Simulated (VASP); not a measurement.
# MoS2 (P6_3/mmc) in VASP: relaxation of cell and atoms with PBE+D3(BJ)

Aim: the relaxation of cell and atoms of MoS2 with PBE+D3(BJ).

All numbers are computed with VASP 6.6.1; they aren't measurements. Logs are shortened: lines on timing, memory, paths and dates and some standing lists are left out, and cuts for length are marked.

## Step 1: The cell of the first run

The structure is hexagonal, space group P6_3/mmc (No. 194). Conventional cell: a = 3.151 Å, b = 3.151 Å, c = 12.082 Å, α = 90.00°, β = 90.00°, γ = 120.00°. Within 3.2 Å of Mo (site symmetry -6m2) lie 6 S at 2.40 Å and 6 Mo at 3.15 Å. S (site symmetry 3m) has 3 Mo at 2.40 Å and 7 S at 3.13 to 3.15 Å within 3.2 Å.

## Step 2: Relaxation of cell and atoms, PBE+D3(BJ)

File INCAR:

```
SYSTEM = MoS2
  PREC = Accurate
  ENCUT = 600
  EDIFF = 1E-6
  ISMEAR = 0
  SIGMA = 0.02
  LREAL = .False.
  LASPH = .True.
  NELM = 80
  ALGO = Normal
  ISIF = 3
  LWAVE = .False.
  LCHARG = .False.
  GGA = PE
  IVDW = 12
  IBRION = 2
  NSW = 100
  EDIFFG = -0.005
```

File KPOINTS:

```
Automatic mesh
0
Gamma
  12 12 4
  0 0 0
```

File POSCAR:

```
MoS2
1.0
    3.1505063357      0.0000000000      0.0000000000
   -1.5752531678      2.7284185215      0.0000000000
    0.0000000000      0.0000000000     12.0817266479
Mo S
2 4
Direct
    0.3333333333      0.6666666667      0.2500000000
    0.6666666667      0.3333333333      0.7500000000
    0.3333333333      0.6666666667      0.6204028225
    0.6666666667      0.3333333333      0.1204028225
    0.3333333333      0.6666666667      0.8795971775
    0.6666666667      0.3333333333      0.3795971775
```

Potentials or basis: VASP PAW PBE potentials, release 64 (Mo_sv, S).

Command:

```
$ cat potpaw_PBE.64/Mo_sv/POTCAR potpaw_PBE.64/S/POTCAR > POTCAR
$ mpirun -np 1 vasp_std > vasp.out
```

OUTCAR:

```text
SYSTEM = MoS2
   PREC = Accurate
   ENCUT = 600
   EDIFF = 1E-6
   ISMEAR = 0
   LREAL = .False.
   LASPH = .True.
   NELM = 80
   ISIF = 3
   GGA = PE
   IVDW = 12
   IBRION = 2
   NSW = 100
   EDIFFG = -0.005
 IVDW          = 12

 ion  position               nearest neighbor table
   1  0.333  0.667  0.250-   4 2.40   6 2.40   4 2.40   6 2.40   4 2.40   6 2.40
   2  0.667  0.333  0.750-   3 2.40   5 2.40   3 2.40   5 2.40   3 2.40   5 2.40
   3  0.333  0.667  0.620-   2 2.40   2 2.40   2 2.40
   4  0.667  0.333  0.120-   1 2.40   1 2.40   1 2.40
   5  0.333  0.667  0.880-   2 2.40   2 2.40   2 2.40
   6  0.667  0.333  0.380-   1 2.40   1 2.40   1 2.40

  LATTYP: Found a hexagonal cell.
 ALAT       =     3.1505063357
 C/A-ratio  =     3.8348523572

  Lattice vectors:

 A1 = (   3.1505063357,   0.0000000000,   0.0000000000)
 A2 = (  -1.5752531678,   2.7284185215,   0.0000000000)
 A3 = (   0.0000000000,   0.0000000000,  12.0817266479)

Analysis of symmetry for initial positions (statically):
=====================================================================
 Subroutine PRICEL returns:
 Original cell was already a primitive cell.

 Routine SETGRP: Setting up the symmetry group for a
 hexagonal supercell.

 Subroutine GETGRP returns: Found 24 space group operations
 (whereof 12 operations were pure point group operations)
 out of a pool of 24 trial point group operations.

The static configuration has the point symmetry D_3d.
 The point group associated with its full space group is D_6h.

Analysis of symmetry for dynamics (positions and initial velocities):
=====================================================================
 Subroutine PRICEL returns:
 Original cell was already a primitive cell.

 Routine SETGRP: Setting up the symmetry group for a
 hexagonal supercell.

 Subroutine GETGRP returns: Found 24 space group operations
 (whereof 12 operations were pure point group operations)
 out of a pool of 24 trial point group operations.

The dynamic configuration has the point symmetry D_3d.
 The point group associated with its full space group is D_6h.

 Subroutine INISYM returns: Found 24 space group operations
 (whereof 12 operations are pure point group operations),
 and found     1 'primitive' translations

----------------------------------------------------------------------------------------

                                     Primitive cell

  volume of cell :     103.8533

  direct lattice vectors                    reciprocal lattice vectors
     3.150506336  0.000000000  0.000000000     0.317409297  0.183256343  0.000000000
    -1.575253168  2.728418522  0.000000000     0.000000000  0.366512686  0.000000000
     0.000000000  0.000000000 12.081726648     0.000000000  0.000000000  0.082769626

  length of vectors
     3.150506336  3.150506336 12.081726648     0.366512686  0.366512686  0.082769626

  position of ions in fractional coordinates (direct lattice)
     0.333333333  0.666666667  0.250000000
     0.666666667  0.333333333  0.750000000
     0.333333333  0.666666667  0.620402822
     0.666666667  0.333333333  0.120402822
     0.333333333  0.666666667  0.879597178
     0.666666667  0.333333333  0.379597178

  ion indices of the primitive-cell ions
   primitive index   ion index
                 1           1
                 2           2
                 3           3
                 4           4
                 5           5
                 6           6

----------------------------------------------------------------------------------------

 KPOINTS: Automatic mesh

Automatic generation of k-mesh.
 Grid dimensions read from file:
 generate k-points for:   12   12    4

 Generating k-lattice:

  Cartesian coordinates                     Fractional coordinates (reciprocal lattice)
     0.026450775  0.015271362  0.000000000     0.083333333  0.000000000  0.000000000
     0.000000000  0.030542724  0.000000000     0.000000000  0.083333333  0.000000000
     0.000000000  0.000000000  0.020692407     0.000000000  0.000000000  0.250000000

  Length of vectors
     0.030542724  0.030542724  0.020692407

  Shift w.r.t. Gamma in fractional coordinates (k-lattice)
     0.000000000  0.000000000  0.000000000

 Subroutine IBZKPT returns following result:
 ===========================================

 Found     57 irreducible k-points:

 Following reciprocal coordinates:
            Coordinates               Weight
  0.000000  0.000000  0.000000      1.000000
  0.083333 -0.000000  0.000000      6.000000
  0.166667  0.000000  0.000000      6.000000
  0.250000  0.000000  0.000000      6.000000
  0.333333  0.000000  0.000000      6.000000
  0.416667 -0.000000  0.000000      6.000000
[... 16 lines left out ...]
  0.250000  0.000000  0.250000     12.000000
  0.333333  0.000000  0.250000     12.000000
 [... further k-points ...]
   k-points           NKPTS =     57   k-points in BZ     NKDIM =     57   number of bands    NBANDS=     31
   number of dos      NEDOS =    301   number of ions     NIONS =      6
   total plane-waves  NPLWV =  76832
   dimension x,y,z NGX =    28 NGY =   28 NGZ =   98
   dimension x,y,z NGXF=    56 NGYF=   56 NGZF=  196
   ions per type =               2   4
   NGX,Y,Z   is equivalent  to a cutoff of  14.78, 14.78, 13.48 a.u.
   NGXF,Y,Z  is equivalent  to a cutoff of  29.55, 29.55, 26.97 a.u.
 SYSTEM =  MoS2
   PREC   = accura    normal or accurate (medium, high low for compatibility)
   ISTART =      0    job   : 0-new  1-cont  2-samecut
   ICHARG =      2    charge: 1-file 2-atom 10-const
   ISPIN  =      1    spin polarized calculation?
   LNONCOLLINEAR =      F non collinear calculations
   LSORBIT =      F    spin-orbit coupling
   LASPH  =      T    aspherical Exc in radial PAW
   ENCUT  =  600.0 eV  44.10 Ry    6.64 a.u.   6.29  6.29 24.13*2*pi/ulx,y,z
   NELM   =     80;   NELMIN=  2; NELMDL= -5     # of ELM steps
   EDIFF  = 0.1E-05   stopping-criterion for ELM
   LREAL  =      F    real-space projection
   EDIFFG = -.5E-02   stopping-criterion for IOM
   NSW    =    100    number of steps for IOM
   IBRION =      2    ionic relax: 0-MD 1-quasi-New 2-CG
   NFREE  =      1    steps in history (QN), initial steepest desc. (CG)
   ISIF   =      3    stress and relaxation
   ISYM   =      2    0-nonsym 1-usesym 2-fastsym
   POTIM  = 0.5000    time-step for ionic-motion
   TEBEG  =    0.0;   TEEND  =   0.0 temperature during run
   PSTRESS=    0.0 pullay stress
   NELECT =      52.0000    total number of electrons
   NUPDOWN=      -1.0000    fix difference up-down
   EMIN   =  10.00;   EMAX   =-10.00  energy-range for DOS
   EFERMI =   0.00;   METHOD = LEGACY
   ISMEAR =     0;   SIGMA  =   0.02  broadening in eV -4-tet -1-fermi 0-gaus
   EFERMI_NEDOS =   21; number of points for ismear=-14 and -15
   IALGO  =     38    algorithm
   IMIX   =      4    mixing-type and parameters
     AMIX     =   0.40;   BMIX     =  1.00
     AMIX_MAG =   1.60;   BMIX_MAG =  1.00
  volume/ion in A,a.u.               =      17.31       116.81
  Fermi-wavevector in a.u.,A,eV,Ry     =   1.299977  2.456601 22.993049  1.689941
  Thomas-Fermi vector in A             =   2.431206
   LORBIT       =      0    0 simple, 1 ext, 2 COOP (PROOUT), +10 PAW based schemes
   GGA     = PE    functional components
   LHFCALC =     F    Hartree Fock is set to
   AEXX    =    0.0000 exact exchange contribution
   IVDW    =    12    specifies the selected vdW correction
   LEPSILON=     F    determine dielectric tensor
   LRPA    =     F    only Hartree local field effects (RPA)
 conjugate gradient relaxation of ions
 non-spin polarized calculation
 Gauss-broadening in eV      SIGMA  =   0.02
  energy-cutoff  :      600.00
  volume of cell :      103.85
 maximum number of plane-waves:      3505
 NGX is ok and might be reduce to    28
   NGX = 13   NGY = 13   NGZ = 49

--------------------------------------- Ionic step        1  -------------------------------------------

 number of electron      51.9999994 magnetization

 Free energy of the ion-electron system (eV)
  ---------------------------------------------------
  ext. energy  EPLUGINS =         0.00000000
  ---------------------------------------------------
  free energy    TOTEN  =       -43.54678381 eV

  energy without entropy =      -43.54678381  energy(sigma->0) =      -43.54678381

------------------------ aborting loop because EDIFF is reached ----------------------------------------

 Edisp (eV)   -2.62493

 E8    (eV) :    -1.0584

  FORCE on cell =-STRESS in cart. coord.  units (eV):
  Direction    XX          YY          ZZ          XY          YZ          ZX
  --------------------------------------------------------------------------------------
  -------------------------------------------------------------------------------------
  Total      -0.16473    -0.16473    -0.15503    -0.00000     0.00000    -0.00000
  in kB      -2.54133    -2.54133    -2.39165    -0.00000     0.00000    -0.00000
  external pressure =       -2.49 kB  Pullay stress =        0.00 kB
[... 113 lines left out ...]
  energy  without entropy=      -46.1718324943  energy(sigma->0) =      -46.17183249

--------------------------------------- Ionic step        4  -------------------------------------------

 number of electron      51.9999994 magnetization

 Free energy of the ion-electron system (eV)
  ---------------------------------------------------
  ext. energy  EPLUGINS =         0.00000000
  ---------------------------------------------------
  free energy    TOTEN  =       -43.54358020 eV

  energy without entropy =      -43.54358020  energy(sigma->0) =      -43.54358020

 E-fermi :   8.0761     XC(G=0): -11.0213

 val. band max:        7.9690159378   @ k =   0.0000   0.0000   0.0000
 cond. band min:       8.7638642225   @ k =   0.1667   0.1667   0.0000
 fundamental gap:      0.7948482847
 Fermi energy:         8.0761311650

 k-point     1 :       0.0000    0.0000    0.0000
  band No.  band energies     occupation
      1     -53.5756      2.00000
      2     -53.5756      2.00000
      3     -27.7401      2.00000
      4     -27.7400      2.00000
      5     -27.4987      2.00000
      6     -27.4987      2.00000
[... 805 lines left out ...]
     30       9.9184      0.00000
     31      10.6120      0.00000

 [... further k-points ...]

------------------------ aborting loop because EDIFF is reached ----------------------------------------

 Edisp (eV)   -2.62825

 E8    (eV) :    -1.0597

  FORCE on cell =-STRESS in cart. coord.  units (eV):
  Direction    XX          YY          ZZ          XY          YZ          ZX
  --------------------------------------------------------------------------------------
  -------------------------------------------------------------------------------------
  Total      -0.01838    -0.01838     0.02921    -0.00000     0.00000     0.00000
  in kB      -0.28395    -0.28395     0.45117    -0.00000     0.00000     0.00000
  external pressure =       -0.04 kB  Pullay stress =        0.00 kB
[... 21 lines left out ...]
  FREE ENERGIE OF THE ION-ELECTRON SYSTEM (eV)
  ---------------------------------------------------
  free  energy   TOTEN  =       -46.1718327935 eV

  energy  without entropy=      -46.1718327935  energy(sigma->0) =      -46.17183279

 reached required accuracy - stopping structural energy minimisation
```

Run time: 19 min. Hardware: 1 thread of Intel Xeon 8259CL, shared host; peak memory 0.41 GiB.

What came out:

```yaml
Free_energy: -46.1718 eV
Relaxed_volume: 17.29 Å³/atom
Relaxed_cell: a = 3.149 Å, b = 3.149 Å, c = 12.077 Å, α = 90.00°, β = 90.00°, γ = 120.00°
Space_group_after_relaxing_to_0.1_Å: P6_3/mmc (No. 194)
Energy_gained_by_relaxing: 0.0 meV/atom
Ionic_steps: 4
Pressure_after_relaxing: 0.0 GPa
Largest_force_after_relaxing: 0.004 eV/Å
Band_gap_on_the_k_mesh: 0.79 eV (least direct gap 1.70 eV)
Dispersion_energy_per_atom: -0.438 eV
```

Forces on the atoms (eV/Å):
```
Mo   0.000  0.000  0.000
Mo   0.000  0.000  0.000
S    0.000  0.000 -0.004
S    0.000  0.000 -0.004
S    0.000  0.000  0.004
S    0.000  0.000  0.004
```

Step by step:
```
step  energy change (eV)  largest force (eV/Å)  pressure (GPa)  volume (Å³)
   1              0.0000                0.0225           -0.25       103.85
   2              0.0004                0.0603            0.48       103.45
   3             -0.0001                0.0048            0.00       103.72
   4             -0.0001                0.0036            0.00       103.73
```

Final structure:
```
Mo S
1.0
     3.14919    0.00000    0.00000
    -1.57459    2.72728    0.00000
     0.00000    0.00000   12.07697
Mo S
2 4
Direct
  0.33333 0.66667 0.25000
  0.66667 0.33333 0.75000
  0.33333 0.66667 0.62043
  0.66667 0.33333 0.12043
  0.33333 0.66667 0.87957
  0.66667 0.33333 0.37957
```

Levels at points of the mesh, in eV from the valence-band top:
```
           k point  band 24  band 25  band 26  band 27  band 28  band 29
(0.00, 0.00, 0.00)    -1.28    -1.10     0.00     2.09     2.09     2.12
(0.50, 0.00, 0.00)    -1.53    -1.49    -1.34     1.61     1.67     1.99
(0.00, 0.00, 0.50)    -2.19    -0.26    -0.26     2.09     2.09     2.09
(0.50, 0.00, 0.50)    -1.66    -1.40    -1.40     1.64     1.64     2.16
```

A k mesh can miss the band edges. As with any semilocal functional, this PBE gap is likely too small.
